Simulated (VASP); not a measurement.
**Pd: single point with r2SCAN**

Pd:

```
Pd
1.0
     0.00000    1.95585    1.95585
     1.95585    0.00000    1.95585
     1.95585    1.95585    0.00000
Pd
1
Direct
  0.00000 0.00000 0.00000
```

- Program: VASP 6.6.1
- Task: single point
- Functional: r2SCAN
- Potentials or basis: VASP PAW PBE potentials, release 64 (Pd)
- Cutoff: 520 eV
- k mesh: 14 × 14 × 14
- Occupations: methfessel-paxton, width 0.3 eV
- Spin: no spin polarisation

```
Pressure               : 0.4 GPa
Band gap on the k mesh : zero (band 5 reaches 9.68 eV, above the bottom of band 6 at 8.03 eV)
```

Levels at points of the mesh, in eV from the Fermi level:
```tsv
k point	band 1	band 2	band 3	band 4	band 5	band 6	band 7	band 8	band 9	band 10
(0.00, 0.00, 0.00)	-7.09	-2.86	-2.86	-2.86	-1.29	-1.29	18.00	22.50	22.90	22.90
(0.50, 0.00, 0.00)	-5.33	-2.93	-2.93	-0.05	-0.05	1.30	7.58	17.39	21.97	21.97
(0.50, 0.50, 0.00)	-5.43	-5.16	-0.11	0.29	0.29	3.64	11.14	13.83	13.83	21.87
```

Run time: 29 s on 1 thread of Intel(R) Xeon(R) Platinum 8559C (Emerald Rapids) (shared host), peak memory 0.15 GiB.

Caveat: the PAW data sets were made with another functional, which shifts forces and pressure a little.
